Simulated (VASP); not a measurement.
Wanted: the native input for a VASP 6.6.1 run.

* Task: single point
* Functional: LDA
* Potentials or basis: VASP PAW LDA potentials, release 64 (Zn)
* Cutoff: 520 eV
* k mesh: 11 × 11 × 6
* Occupations: fermi-dirac, width 0.05 eV
* Spin: no spin polarisation
* Dipole correction: no
* Further INCAR settings: ALGO = Normal; EDIFF = 1e-07; NBANDS = 19

The structure of Zn lies in POSCAR:

```
Zn
1.0
    2.7223662359      0.0000000000      0.0000000000
   -1.3611831179      2.3576383187      0.0000000000
    0.0000000000      0.0000000000      5.0633972761
Zn
2
Direct
    0.6666666667      0.3333333333      0.7500000000
    0.3333333333      0.6666666667      0.2500000000
```

This cell differs from its parent crystal: volume scaled by 1.06.

These files were run (other wordings do the same):

INCAR

```
SYSTEM = Zn
  PREC = Accurate
  ENCUT = 520
  EDIFF = 1E-7
  ISMEAR = -1
  SIGMA = 0.05
  LREAL = .FALSE.
  LASPH = .TRUE.
  NELM = 60
  ALGO = Normal
  ISIF = 2
  LWAVE = .FALSE.
  LCHARG = .FALSE.
  NBANDS = 19
```

KPOINTS

```
regular mesh
0
G
  11 11 6
  0 0 0
```

Potentials or basis: VASP PAW LDA potentials, release 64 (Zn).

Run with:

```sh
$ cat potpaw_LDA.64/Zn/POTCAR > POTCAR
$ mpirun -np 1 vasp_std > vasp.out
```

Results of the run:

- Pressure: -11.3 GPa
- Band gap on the k mesh: zero (band 12 reaches 4.10 eV, above the bottom of band 13 at -0.75 eV)

Wall time 36 s on 1 thread of Intel Xeon 8259CL, with other jobs on the host, peak memory 0.14 GiB.
